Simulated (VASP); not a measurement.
Input of a VASP 6.6.1 run:

File INCAR:

```
PREC = Accurate ; ENCUT = 520
EDIFF = 1E-7 ; ISMEAR = 0
SIGMA = 0.05 ; LREAL = F
LASPH = T ; NELM = 150
ALGO = Normal ; ISIF = 2
LWAVE = F ; LCHARG = F
ISPIN = 2 ; MAGMOM = 0.2 0.2 0.2 0.2 0.2 0.2 0.2 0.2 0 0.2 0 0.2
LORBIT = 11 ; GGA = PS
NBANDS = 46 ; NELECT = 58.0
```

Contents of KPOINTS:

```
Automatic mesh
0
Gamma
  2 2 2
  0.5 0.5 0.5
```

Contents of POSCAR:

```
Si4HO7
1.0
    4.1943470000      0.0000000000      0.0000000000
    0.0000000000      4.1943470000      0.0000000000
    0.0000000000      0.0000000000      5.3570950000
Si O H
4 7 1
Direct
    0.9954310000      0.0013020000      0.9966370000
    0.0016790000      0.0030490000      0.5003470000
    0.5025280000      0.4992120000      0.2488820000
    0.5029190000      0.5070220000      0.7544250000
    0.3135130000      0.3097790000      0.9981480000
    0.7022010000      0.6967650000      0.0031900000
    0.6915760000      0.7025020000      0.5031190000
    0.1961480000      0.8092540000      0.2492040000
    0.1930100000      0.8074500000      0.7548260000
    0.8050350000      0.1941990000      0.2486350000
    0.8009590000      0.1951230000      0.7539210000
    0.9303950000      0.3853350000      0.2473930000
```

Potentials or basis: VASP PAW PBE potentials, release 64 (Si, O, H).

Launch:

```sh
$ cat potpaw_PBE.64/Si/POTCAR potpaw_PBE.64/O/POTCAR potpaw_PBE.64/H/POTCAR > POTCAR
$ mpirun -np 1 vasp_std > vasp.out
```

Problem. What does it give for the largest force?

Solution. 5.135 eV/Å.

Problem. Estimate the net moment.

Solution. 0.00 μB per cell.

Forces on the atoms (eV/Å):
```
Si   2.176 -1.941 -2.325
Si   2.012 -1.730  3.041
Si  -4.432  1.915  1.749
Si  -0.653 -0.014 -1.500
O   -1.060 -0.634  0.562
O   -0.123 -0.238  0.833
O    0.589 -0.172 -1.081
O   -0.776  0.380  0.171
O    0.323  0.043 -0.850
O   -1.150 -0.400 -0.028
O    0.087  0.409 -0.730
H    3.006  2.381  0.158
```

Caveat: the k points lie up to 0.75 Å⁻¹ apart; the cell carries a net charge on a neutralising background, which shifts energy and pressure; the PAW data sets were made with another functional, which shifts forces and pressure a little.
